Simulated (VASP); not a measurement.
Here is a VASP 6.6.1 calculation.

File INCAR:

```
PREC = Accurate
ENCUT = 600
EDIFF = 1E-7
ISMEAR = 0
SIGMA = 0.01
LREAL = False
LASPH = True
NELM = 60
ALGO = Normal
ISIF = 3
LWAVE = False
LCHARG = False
GGA = PE
IBRION = 2
NSW = 100
EDIFFG = -0.01
KPAR = 4
```

File KPOINTS:

```
regular mesh
0
Gamma
  12 12 4
```

Contents of POSCAR:

```
Cd3TeSe2
1.0
    4.4753365264      0.0000000000      0.0000000000
   -2.2376682632      3.8757551224      0.0000000000
    0.0000000000      0.0000000000     10.9718842347
Cd Te Se
3 1 2
Direct
    0.0000000000      0.0000000000      0.0002462983
    0.3333333333      0.6666666667      0.6800650317
    0.6666666667      0.3333333333      0.3188769661
    0.3333333333      0.6666666667      0.4194394098
    0.0000000000      0.0000000000      0.7555097469
    0.6666666667      0.3333333333      0.0758625473
```

Potentials or basis: VASP PAW PBE potentials, release 64 (Cd, Te, Se).

Run with:

```console
$ cat potpaw_PBE.64/Cd/POTCAR potpaw_PBE.64/Te/POTCAR potpaw_PBE.64/Se/POTCAR > POTCAR
$ mpirun -np 4 vasp_std > vasp.out
```

(1) Estimate the relaxed volume.

(2) What does it give for the band gap on the k mesh?

(3) Predict the space group after relaxing (to 0.1 Å).

Answers

(1) 31.94 Å³/atom.

(2) 0.08 eV.

(3) P3m1 (No. 156).

Caveat: semilocal functionals underestimate gaps, and a narrow one can read as zero; spin-orbit coupling is left out, which moves the levels of the heavy elements.
